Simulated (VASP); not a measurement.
Runs of VASP 6.6.1 on B. The structure is that of space group Pm-3m (No. 221), or close to it. The cells are those of the table. 

| task | cell | cutoff (eV) | k mesh for the DOS | occupations for the DOS | gap on the mesh (eV) | pressure (GPa) |
| --- | --- | --- | --- | --- | --- | --- |
| single point | a = 1.778 Å, 1 atom | 520 | - | - | none | (b) |
| single point | a = 1.657 Å, 1 atom | 520 | - | - | none | 179.6 |
| single point | a = 1.719 Å, 1 atom | 520 | - | - | none | 105.4 |
| relaxation of cell and atoms | relaxed from a = 1.915 Å, 1 atom | 600 | - | - | none | 0.0 |
| single point | a = 1.589 Å, 1 atom | 520 | - | - | none | 295.0 |
| single point | a = 1.884 Å, 1 atom | 520 | - | - | none | 0.1 |
| single point | a = 1.833 Å, 1 atom | 520 | - | - | none | 22.9 |
| single point | a = 1.515 Å, 1 atom | 520 | - | - | none | (a) |

Alike in all rows: level PBE; potentials or basis VASP PAW PBE potentials, release 64 (B); no spin polarisation; k mesh 22 × 22 × 22; smearing fermi-dirac 0.05 eV.

Question: Fill in the values left out.

Answer: (a) 481.7; (b) 56.2.

A gap of «none» marks levels without a gap at the run's occupations.
